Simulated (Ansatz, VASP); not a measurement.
Two plane-wave programs on CrSn

INCAR

```
  PREC = Accurate
  ENCUT = 520
  EDIFF = 1E-6
  ISMEAR = 0
  SIGMA = 0.1
  LREAL = F
  LASPH = T
  NELM = 150
  ALGO = Normal
  ISIF = 2
  LWAVE = F
  LCHARG = F
  ISPIN = 2
  MAGMOM = 3 0
  LORBIT = 11
  LMAXMIX = 4
  GGA = PE
  NBANDS = 24
```

The input KPOINTS:

```
regular mesh
0
Gamma
  6 6 4
```

POSCAR

```
CrSn
1.0
    3.1037383281      0.0000000000      0.0000000000
    0.0000000000      3.1037383281      0.0000000000
    0.0000000000      0.0000000000      4.0681141657
Cr Sn
1 1
Direct
    0.5000000000      0.5000000000      0.5000000000
    0.0000000000      0.0000000000      0.0000000000
```

Input for Ansatz:

```yaml
crystal:
  lattice:
    - [3.1037383281, 0.0, 0.0]
    - [0.0, 3.1037383281, 0.0]
    - [0.0, 0.0, 4.0681141657]
  atoms:
    - { symbol: Cr, position: [0.5, 0.5, 0.5], spin: 3.0 }
    - { symbol: Sn, position: [0.0, 0.0, 0.0] }
basis:
  ecutwfc: 420
kpoints:
  mp_grid: { grid: [6, 6, 4] }
hamiltonian:
  xc: pbe
scf:
  occupations: { method: gaussian, width: 0.1 }
  lower_state_search: "off"
output:
  forces: true
  stress: true
  eigenvalues: true
  populations: true
magnetization:
  spin_polarized: true
```

Alike in both runs: task single point; functional PBE; k mesh 6 × 6 × 4; occupations gaussian, width 0.1 eV; collinear spin.

```csv
,VASP,Ansatz
version,VASP 6.6.1,Ansatz 0.2.0
potentials or method,"VASP PAW PBE potentials, release 64 (Cr_pv, Sn_d), cutoff 520 eV","scalar-relativistic, plane waves, PAW"
valence electrons in the cell,26,28
```

Ansatz gave:

```
gap on the k mesh at the Fermi level (eV)                     : none
pressure (GPa)                                                : -4.6
traceless stress, the component that is largest in VASP (GPa) : -1.70
net moment per atom (μB)                                      : 1.52
size of the moment on the site where the two differ most (μB) : 3.01
```

What did VASP give for the same quantities?

gap on the k mesh at the Fermi level (eV): none; pressure (GPa): -4.5; traceless stress, the component that is largest in VASP (GPa): -1.64; net moment per atom (μB): 1.53; size of the moment on the site where the two differ most (μB): 2.97.

Site moments also hang on the region over which each program counts them. A gap of «none» marks a metal or a gap that the smearing closes. VASP's potentials hold 26 valence electrons a cell and Ansatz's 28, so a difference there can come from the potentials and not from the codes.

The k mesh is coarse, so the values compare programs but aren't converged.
